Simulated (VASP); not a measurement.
# ZnS (zincblende type) (F-43m) in VASP: further runs

Runs on ZnS (zincblende type). Level: LDA. Tasks: single point, relaxation of cell and atoms.

Program: VASP 6.6.1. These are calculated values, not measurements. Logs are shortened: lines on timing, memory, paths and dates and some standing lists are left out, and cuts for length are marked.

## (1) The cell of the first run

Symmetry: F-43m, No. 216, cubic system. The conventional cell has a = 5.189 Å, b = 5.189 Å, c = 5.189 Å, α = 90.00°, β = 90.00°, γ = 90.00°. Zn (site symmetry -43m) has 4 S at 2.25 Å within 3.0 Å. S (site symmetry -43m) has 4 Zn at 2.25 Å within 3.0 Å.

## (2) Single point, LDA (volume scaled by 0.94)

INCAR reads:

```
  PREC = Accurate
  ENCUT = 520
  EDIFF = 1E-7
  ISMEAR = -1
  SIGMA = 0.05
  LREAL = False
  LASPH = True
  NELM = 80
  ALGO = Normal
  ISIF = 2
  LWAVE = False
  LCHARG = False
  NBANDS = 16
```

KPOINTS reads:

```
regular mesh
0
Gamma
  12 12 12
```

POSCAR reads:

```
ZnS
1.0
    0.0000000000      2.5943342591      2.5943342591
    2.5943342591      0.0000000000      2.5943342591
    2.5943342591      2.5943342591      0.0000000000
Zn S
1 1
Direct
    0.0000000000      0.0000000000      0.0000000000
    0.2500000000      0.2500000000      0.2500000000
```

Potentials or basis: VASP PAW LDA potentials, release 64 (Zn, S).

The run is started by

```sh
$ cat potpaw_LDA.64/Zn/POTCAR potpaw_LDA.64/S/POTCAR > POTCAR
$ mpirun -np 1 vasp_std > vasp.out
```

OUTCAR:

```text
PREC = Accurate
   ENCUT = 520
   EDIFF = 1E-7
   ISMEAR = -1
   LREAL = False
   LASPH = True
   NELM = 80
   ISIF = 2

 ion  position               nearest neighbor table
   1  0.000  0.000  0.000-   2 2.25   2 2.25   2 2.25   2 2.25
   2  0.250  0.250  0.250-   1 2.25   1 2.25   1 2.25   1 2.25

  LATTYP: Found a face centered cubic cell.
 ALAT       =     5.1886685182

  Lattice vectors:

 A1 = (   0.0000000000,   2.5943342591,   2.5943342591)
 A2 = (   2.5943342591,   0.0000000000,   2.5943342591)
 A3 = (   2.5943342591,   2.5943342591,   0.0000000000)

Analysis of symmetry for initial positions (statically):
=====================================================================
 Subroutine PRICEL returns:
 Original cell was already a primitive cell.

 Routine SETGRP: Setting up the symmetry group for a
 face centered cubic supercell.

 Subroutine GETGRP returns: Found 24 space group operations
 (whereof 24 operations were pure point group operations)
 out of a pool of 48 trial point group operations.

The static configuration has the point symmetry T_d .

Analysis of symmetry for dynamics (positions and initial velocities):
=====================================================================
 Subroutine PRICEL returns:
 Original cell was already a primitive cell.

 Routine SETGRP: Setting up the symmetry group for a
 face centered cubic supercell.

 Subroutine GETGRP returns: Found 24 space group operations
 (whereof 24 operations were pure point group operations)
 out of a pool of 48 trial point group operations.

The dynamic configuration has the point symmetry T_d .

 Subroutine INISYM returns: Found 24 space group operations
 (whereof 24 operations are pure point group operations),
 and found     1 'primitive' translations

----------------------------------------------------------------------------------------

                                     Primitive cell

  volume of cell :      34.9227

  direct lattice vectors                    reciprocal lattice vectors
     0.000000000  2.594334259  2.594334259    -0.192727671  0.192727671  0.192727671
     2.594334259  0.000000000  2.594334259     0.192727671 -0.192727671  0.192727671
     2.594334259  2.594334259  0.000000000     0.192727671  0.192727671 -0.192727671

  length of vectors
     3.668942695  3.668942695  3.668942695     0.333814118  0.333814118  0.333814118

  position of ions in fractional coordinates (direct lattice)
     0.000000000  0.000000000  0.000000000
     0.250000000  0.250000000  0.250000000

  ion indices of the primitive-cell ions
   primitive index   ion index
                 1           1
                 2           2

----------------------------------------------------------------------------------------

 KPOINTS: regular mesh

Automatic generation of k-mesh.
 Grid dimensions read from file:
 generate k-points for:   12   12   12

 Generating k-lattice:

  Cartesian coordinates                     Fractional coordinates (reciprocal lattice)
    -0.016060639  0.016060639  0.016060639     0.083333333  0.000000000  0.000000000
     0.016060639 -0.016060639  0.016060639     0.000000000  0.083333333  0.000000000
     0.016060639  0.016060639 -0.016060639     0.000000000  0.000000000  0.083333333

  Length of vectors
     0.027817843  0.027817843  0.027817843

  Shift w.r.t. Gamma in fractional coordinates (k-lattice)
     0.000000000  0.000000000  0.000000000

 Subroutine IBZKPT returns following result:
 ===========================================

 Found     72 irreducible k-points:

 Following reciprocal coordinates:
            Coordinates               Weight
  0.000000  0.000000  0.000000      1.000000
  0.083333  0.000000  0.000000      8.000000
  0.166667  0.000000  0.000000      8.000000
  0.250000  0.000000  0.000000      8.000000
  0.333333  0.000000  0.000000      8.000000
  0.416667  0.000000  0.000000      8.000000
[... 16 lines left out ...]
  0.500000  0.166667  0.000000     24.000000
 -0.416667  0.166667  0.000000     24.000000
 [... further k-points ...]
   k-points           NKPTS =     72   k-points in BZ     NKDIM =     72   number of bands    NBANDS=     16
   number of dos      NEDOS =    301   number of ions     NIONS =      2
   total plane-waves  NPLWV =  21952
   dimension x,y,z NGX =    28 NGY =   28 NGZ =   28
   dimension x,y,z NGXF=    56 NGYF=   56 NGZF=   56
   ions per type =               1   1
   NGX,Y,Z   is equivalent  to a cutoff of  12.69, 12.69, 12.69 a.u.
   NGXF,Y,Z  is equivalent  to a cutoff of  25.37, 25.37, 25.37 a.u.
 SYSTEM =  unknown system
   PREC   = accura    normal or accurate (medium, high low for compatibility)
   ISTART =      0    job   : 0-new  1-cont  2-samecut
   ICHARG =      2    charge: 1-file 2-atom 10-const
   ISPIN  =      1    spin polarized calculation?
   LNONCOLLINEAR =      F non collinear calculations
   LSORBIT =      F    spin-orbit coupling
   LASPH  =      T    aspherical Exc in radial PAW
   ENCUT  =  520.0 eV  38.22 Ry    6.18 a.u.   6.82  6.82  6.82*2*pi/ulx,y,z
   NELM   =     80;   NELMIN=  2; NELMDL= -5     # of ELM steps
   EDIFF  = 0.1E-06   stopping-criterion for ELM
   LREAL  =      F    real-space projection
   EDIFFG = 0.1E-05   stopping-criterion for IOM
   NSW    =      0    number of steps for IOM
   IBRION =     -1    ionic relax: 0-MD 1-quasi-New 2-CG
   NFREE  =      0    steps in history (QN), initial steepest desc. (CG)
   ISIF   =      2    stress and relaxation
   ISYM   =      2    0-nonsym 1-usesym 2-fastsym
   POTIM  = 0.5000    time-step for ionic-motion
   TEBEG  =    0.0;   TEEND  =   0.0 temperature during run
   PSTRESS=    0.0 pullay stress
   NELECT =      18.0000    total number of electrons
   NUPDOWN=      -1.0000    fix difference up-down
   EMIN   =  10.00;   EMAX   =-10.00  energy-range for DOS
   EFERMI =   0.00;   METHOD = LEGACY
   ISMEAR =    -1;   SIGMA  =   0.05  broadening in eV -4-tet -1-fermi 0-gaus
   EFERMI_NEDOS =   21; number of points for ismear=-14 and -15
   IALGO  =     38    algorithm
   IMIX   =      4    mixing-type and parameters
     AMIX     =   0.40;   BMIX     =  1.00
     AMIX_MAG =   1.60;   BMIX_MAG =  1.00
  volume/ion in A,a.u.               =      17.46       117.83
  Fermi-wavevector in a.u.,A,eV,Ry     =   1.312592  2.480439 23.441445  1.722898
  Thomas-Fermi vector in A             =   2.442974
   LORBIT       =      0    0 simple, 1 ext, 2 COOP (PROOUT), +10 PAW based schemes
   GGA     = CA    functional components
   LHFCALC =     F    Hartree Fock is set to
   AEXX    =    0.0000 exact exchange contribution
   IVDW    =     0    specifies the selected vdW correction
   LEPSILON=     F    determine dielectric tensor
   LRPA    =     F    only Hartree local field effects (RPA)
 non-spin polarized calculation
  energy-cutoff  :      520.00
  volume of cell :       34.92
 maximum number of plane-waves:       960
   NGX = 13   NGY = 13   NGZ = 13

 number of electron      17.9999986 magnetization

 Free energy of the ion-electron system (eV)
  ---------------------------------------------------
  ext. energy  EPLUGINS =         0.00000000
  ---------------------------------------------------
  free energy    TOTEN  =        -8.16304894 eV

  energy without entropy =       -8.16304894  energy(sigma->0) =       -8.16304894

 E-fermi :   4.1398     XC(G=0): -10.6079

 val. band max:        3.1645759721   @ k =   0.0000   0.0000   0.0000
 cond. band min:       5.6135337364   @ k =   0.0000   0.0000   0.0000
 fundamental gap:      2.4489577643
 Fermi energy:         4.1398443700

 k-point     1 :       0.0000    0.0000    0.0000
  band No.  band energies     occupation
      1     -10.8761      2.00000
      2      -3.9045      2.00000
      3      -3.9045      2.00000
      4      -3.9045      2.00000
      5      -3.2720      2.00000
      6      -3.2720      2.00000
[... 8 lines left out ...]
     15      15.0567      0.00000
     16      15.3805      0.00000

 k-point     2 :       0.0833    0.0000    0.0000
  band No.  band energies     occupation
      1     -10.8102      2.00000
      2      -3.9099      2.00000
      3      -3.8922      2.00000
      4      -3.8922      2.00000
      5      -3.2735      2.00000
      6      -3.2735      2.00000
[... 8 lines left out ...]
     15      14.6565      0.00000
     16      15.8257      0.00000

 k-point     3 :       0.1667    0.0000    0.0000
  band No.  band energies     occupation
      1     -10.6223      2.00000
      2      -3.9157      2.00000
      3      -3.8601      2.00000
      4      -3.8601      2.00000
      5      -3.2752      2.00000
      6      -3.2752      2.00000
[... 8 lines left out ...]
     15      14.1398      0.00000
     16      16.0072      0.00000

 k-point     4 :       0.2500    0.0000    0.0000
  band No.  band energies     occupation
      1     -10.3435      2.00000
      2      -3.8916      2.00000
      3      -3.8205      2.00000
      4      -3.8205      2.00000
      5      -3.2709      2.00000
      6      -3.2709      2.00000
[... 8 lines left out ...]
     15      14.1447      0.00000
     16      15.4211      0.00000

 k-point     5 :       0.3333    0.0000    0.0000
  band No.  band energies     occupation
      1     -10.0326      2.00000
      2      -3.7876      2.00000
      3      -3.7875      2.00000
      4      -3.7875      2.00000
      5      -3.2569      2.00000
      6      -3.2569      2.00000
[... 8 lines left out ...]
     15      14.8512      0.00000
     16      15.1121      0.00000

 k-point     6 :       0.4167    0.0000    0.0000
  band No.  band energies     occupation
      1      -9.7788      2.00000
      2      -3.7686      2.00000
      3      -3.7686      2.00000
      4      -3.5363      2.00000
      5      -3.2393      2.00000
      6      -3.2393      2.00000
[... 8 lines left out ...]
     15      16.0224      0.00000
     16      16.0224      0.00000
[... 267 lines left out ...]
 k-point    21 :       0.3333    0.1667    0.0000
  band No.  band energies     occupation
      1     -10.0536      2.00000
      2      -3.9420      2.00000
      3      -3.7317      2.00000
      4      -3.7263      2.00000
      5      -3.3032      2.00000
      6      -3.2242      2.00000
[... 8 lines left out ...]
     15      15.9025      0.00000
     16      17.4233      0.00000

 k-point    22 :       0.4167    0.1667    0.0000
  band No.  band energies     occupation
      1      -9.7790      2.00000
      2      -3.8536      2.00000
      3      -3.7035      2.00000
      4      -3.6483      2.00000
      5      -3.2470      2.00000
      6      -3.2174      2.00000
[... 8 lines left out ...]
     15      16.7223      0.00000
     16      17.2232      0.00000

 k-point    23 :       0.5000    0.1667    0.0000
  band No.  band energies     occupation
      1      -9.5917      2.00000
      2      -3.7905      2.00000
      3      -3.6934      2.00000
      4      -3.4677      2.00000
      5      -3.2237      2.00000
      6      -3.1015      2.00000
[... 8 lines left out ...]
     15      16.9107      0.00000
     16      17.5682      0.00000

 k-point    24 :      -0.4167    0.1667    0.0000
  band No.  band energies     occupation
      1      -9.5654      2.00000
      2      -3.7711      2.00000
      3      -3.6994      2.00000
      4      -3.3776      2.00000
      5      -3.2470      2.00000
      6      -3.0439      2.00000
[... 8 lines left out ...]
     15      15.6399      0.00000
     16      17.3831      0.00000

 [... further k-points ...]
[... 5 lines left out ...]
  --------------------------------------------------------------------------------------
  -------------------------------------------------------------------------------------
  Total        1.4095397      1.4095397      1.4095397     -0.0000000     -0.0000000      0.0000000
  in kB       64.6666121     64.6666121     64.6666121     -0.0000000     -0.0000000      0.0000000
  external PRESSURE =      64.6666121 kB  Pullay stress =       0.0000000 kB

 VOLUME and BASIS-vectors are now :
 -----------------------------------------------------------------------------
  energy-cutoff  :      520.00
  volume of cell :       34.92
      direct lattice vectors                 reciprocal lattice vectors
     0.000000000  2.594334259  2.594334259    -0.192727671  0.192727671  0.192727671
     2.594334259  0.000000000  2.594334259     0.192727671 -0.192727671  0.192727671
     2.594334259  2.594334259  0.000000000     0.192727671  0.192727671 -0.192727671

 POSITION                                       TOTAL-FORCE (eV/Angst)
 -----------------------------------------------------------------------------------
      0.00000      0.00000      0.00000        -0.000000     -0.000000     -0.000000
      1.29717      1.29717      1.29717         0.000000      0.000000      0.000000
 -----------------------------------------------------------------------------------
    total drift:                                0.000000      0.000000      0.000000

  FREE ENERGIE OF THE ION-ELECTRON SYSTEM (eV)
  ---------------------------------------------------
  free  energy   TOTEN  =        -8.1630489379 eV

  energy  without entropy=       -8.1630489379  energy(sigma->0) =       -8.16304894
```

It took 21 s on 1 thread of AMD EPYC 9R45 (Zen 5), shared host; peak memory 0.13 GiB.

What came out:

| Property | Result |
| --- | --- |
| Free energy | -8.1630 eV |
| Pressure | 6.5 GPa |
| Band gap on the k mesh | 2.45 eV, direct |

Levels at points of the mesh, in eV from the valence-band top:
```tsv
k point	band 7	band 8	band 9	band 10	band 11	band 12
(0.00, 0.00, 0.00)	0.00	0.00	0.00	2.45	6.14	6.14
(0.50, 0.00, 0.00)	-6.11	-1.07	-1.07	3.35	6.70	6.70
(0.50, 0.50, 0.00)	-5.17	-2.73	-2.73	2.91	3.84	11.66
```

Caveat: the cell differs from its parent crystal (volume scaled by 0.94). A k mesh can miss the band edges.

## (3) Single point, LDA

This run uses another cell than the first one, of 18.58 Å³/atom, 1.064 times its volume.

INCAR reads:

```
SYSTEM = ZnS
PREC     = Accurate       ! precision mode
ENCUT    = 520            ! plane-wave cutoff, eV
EDIFF    = 1E-6           ! SCF threshold, eV
ISMEAR   = -1             ! smearing method
SIGMA    = 0.05           ! smearing width, eV
LREAL    = .False.        ! projectors in reciprocal space
LASPH    = .True.         ! aspherical terms in the spheres
NELM     = 100            ! most SCF steps
ALGO     = Normal         ! electronic algorithm
ISIF     = 2              ! what is computed and relaxed
LWAVE    = .False.        ! write WAVECAR
LCHARG   = .False.        ! write CHGCAR
NBANDS   = 16             ! bands
```

KPOINTS reads:

```
regular mesh
0
Gamma
  12 12 12
  0 0 0
```

POSCAR reads:

```
ZnS
1.0
    0.0000000000      2.6483983756      2.6483983756
    2.6483983756      0.0000000000      2.6483983756
    2.6483983756      2.6483983756      0.0000000000
Zn S
1 1
Direct
    0.0000000000      0.0000000000      0.0000000000
    0.2500000000      0.2500000000      0.2500000000
```

Potentials or basis: VASP PAW LDA potentials, release 64 (Zn, S).

The run is started by

```sh
$ cat potpaw_LDA.64/Zn/POTCAR potpaw_LDA.64/S/POTCAR > POTCAR
$ mpirun -np 1 vasp_std > vasp.out
```

OUTCAR:

```text
SYSTEM = ZnS
   PREC = Accurate
   ENCUT = 520
   EDIFF = 1E-6
   ISMEAR = -1
   LREAL = .False.
   LASPH = .True.
   NELM = 100
   ISIF = 2

 ion  position               nearest neighbor table
   1  0.000  0.000  0.000-   2 2.29   2 2.29   2 2.29   2 2.29
   2  0.250  0.250  0.250-   1 2.29   1 2.29   1 2.29   1 2.29

  LATTYP: Found a face centered cubic cell.
 ALAT       =     5.2967967512

  Lattice vectors:

 A1 = (   0.0000000000,   2.6483983756,   2.6483983756)
 A2 = (   2.6483983756,   0.0000000000,   2.6483983756)
 A3 = (   2.6483983756,   2.6483983756,   0.0000000000)

Analysis of symmetry for initial positions (statically):
=====================================================================
 Subroutine PRICEL returns:
 Original cell was already a primitive cell.

 Routine SETGRP: Setting up the symmetry group for a
 face centered cubic supercell.

 Subroutine GETGRP returns: Found 24 space group operations
 (whereof 24 operations were pure point group operations)
 out of a pool of 48 trial point group operations.

The static configuration has the point symmetry T_d .

[... 153 lines left out ...]
  ext. energy  EPLUGINS =         0.00000000
  ---------------------------------------------------
  free energy    TOTEN  =        -8.20791857 eV

  energy without entropy =       -8.20791857  energy(sigma->0) =       -8.20791857

 E-fermi :   3.5193     XC(G=0): -10.3164

 val. band max:        2.5132788089   @ k =   0.0000   0.0000   0.0000
 cond. band min:       4.6735553761   @ k =   0.0000   0.0000   0.0000
 fundamental gap:      2.1602765672
 Fermi energy:         3.5193324455

 k-point     1 :       0.0000    0.0000    0.0000
  band No.  band energies     occupation
      1     -11.0343      2.00000
      2      -4.2432      2.00000
      3      -4.2432      2.00000
      4      -4.2432      2.00000
      5      -3.6900      2.00000
      6      -3.6900      2.00000
[... 433 lines left out ...]
      3      -4.0616      2.00000
      4      -3.7521      2.00000
      5      -3.6684      2.00000
      6      -3.4599      2.00000
[... 8 lines left out ...]
     15      14.8583      0.00000
     16      16.4675      0.00000

 [... further k-points ...]
[... 5 lines left out ...]
  --------------------------------------------------------------------------------------
  -------------------------------------------------------------------------------------
  Total        0.0532962      0.0532962      0.0532962     -0.0000000      0.0000000     -0.0000000
  in kB        2.2984086      2.2984086      2.2984086     -0.0000000      0.0000000     -0.0000000
  external PRESSURE =       2.2984086 kB  Pullay stress =       0.0000000 kB

 VOLUME and BASIS-vectors are now :
 -----------------------------------------------------------------------------
  energy-cutoff  :      520.00
  volume of cell :       37.15
      direct lattice vectors                 reciprocal lattice vectors
     0.000000000  2.648398376  2.648398376    -0.188793349  0.188793349  0.188793349
     2.648398376  0.000000000  2.648398376     0.188793349 -0.188793349  0.188793349
     2.648398376  2.648398376  0.000000000     0.188793349  0.188793349 -0.188793349

 POSITION                                       TOTAL-FORCE (eV/Angst)
 -----------------------------------------------------------------------------------
      0.00000      0.00000      0.00000         0.000000      0.000000      0.000000
      1.32420      1.32420      1.32420        -0.000000     -0.000000     -0.000000
 -----------------------------------------------------------------------------------
    total drift:                                0.000001      0.000001      0.000001

  FREE ENERGIE OF THE ION-ELECTRON SYSTEM (eV)
  ---------------------------------------------------
  free  energy   TOTEN  =        -8.2079185699 eV

  energy  without entropy=       -8.2079185699  energy(sigma->0) =       -8.20791857
```

Run time: 19 s. Hardware: 1 thread of AMD EPYC 9R45 (Zen 5), shared host; peak memory 0.13 GiB.

Results:

* Free energy: -8.2079 eV
* Pressure: 0.2 GPa
* Band gap on the k mesh: 2.16 eV, direct

## (4) Single point, LDA

This run uses another cell than the first one, of 18.58 Å³/atom, 1.064 times its volume.

INCAR reads:

```
ALGO = Normal
EDIFF = 1E-6
ENCUT = 520
ISIF = 2
ISMEAR = -1
LASPH = True
LCHARG = False
LREAL = False
LWAVE = False
NBANDS = 16
NELM = 60
PREC = Accurate
SIGMA = 0.05
```

KPOINTS reads:

```
k-points
0
Gamma
  12 12 12
```

POSCAR is that of step 3.

The run is started by

```sh
$ cat potpaw_LDA.64/Zn/POTCAR potpaw_LDA.64/S/POTCAR > POTCAR
$ mpirun -np 1 vasp_std > vasp.out
```

Run time: 18 s. Hardware: 1 thread of AMD EPYC 9R45 (Zen 5), shared host; peak memory 0.13 GiB.

Results (log left out):

```
Free energy            : -8.2079 eV
Pressure               : 0.2 GPa
Band gap on the k mesh : 2.16 eV, direct
```

Levels at points of the mesh, in eV from the valence-band top:
```tsv
k point	band 5	band 6	band 7	band 8	band 9	band 10	band 11	band 12	band 13	band 14
(0.00, 0.00, 0.00)	-6.20	-6.20	0.00	0.00	0.00	2.16	6.21	6.21	6.21	11.83
(0.50, 0.00, 0.00)	-6.17	-5.98	-5.78	-0.97	-0.97	3.23	6.76	6.76	8.85	12.15
(0.50, 0.50, 0.00)	-6.12	-5.96	-4.91	-2.47	-2.47	3.06	3.89	11.16	12.20	12.20
```

A k mesh can miss the band edges.

[end of part 1 of 2]
